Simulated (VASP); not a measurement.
**Be4Se: single point with PBE**

Be4Se:

```
Be Se
1.0
     4.26101    0.00000    0.00000
     0.00000    4.26101    0.00000
     0.00000    0.00000    4.26101
Be Se
4 1
Direct
  0.00000 0.00000 0.00000
  0.50000 0.50000 0.00000
  0.50000 0.00000 0.50000
  0.00000 0.50000 0.50000
  0.50000 0.50000 0.50000
```

```
Program             : VASP 6.6.1
Task                : single point
Functional          : PBE
Potentials or basis : VASP PAW PBE potentials, release 64 (Be, Se)
Cutoff              : 520 eV
k mesh              : 4 × 4 × 4
Occupations         : gaussian, width 0.1 eV
Spin                : no spin polarisation
```

```yaml
Pressure: 0.2 GPa
Band_gap_on_the_k_mesh: zero (band 7 reaches 4.60 eV, above the bottom of band 8 at 2.90 eV)
```

Levels at points of the mesh, in eV from the Fermi level:
| k point | band 4 | band 5 | band 6 | band 7 | band 8 | band 9 | band 10 | band 11 |
| --- | --- | --- | --- | --- | --- | --- | --- | --- |
| (0.00, 0.00, 0.00) | -7.05 | -4.73 | -0.70 | -0.70 | 1.38 | 1.38 | 1.38 | 3.89 |
| (0.50, 0.00, 0.00) | -6.74 | -2.64 | -1.58 | -0.12 | -0.12 | 0.19 | 1.60 | 3.61 |
| (0.50, 0.50, 0.00) | -6.47 | -4.22 | -0.24 | 0.28 | 0.28 | 1.10 | 1.10 | 2.63 |
| (0.50, 0.50, 0.50) | -7.24 | -3.17 | -3.17 | -3.17 | -1.42 | 3.20 | 3.20 | 5.52 |

Run time: 10 s on 1 thread of AMD EPYC 7R43 64-Core Processor (Zen 3), on a shared host, peak memory 0.14 GiB.

Caveat: the k points lie up to 0.37 Å⁻¹ apart.
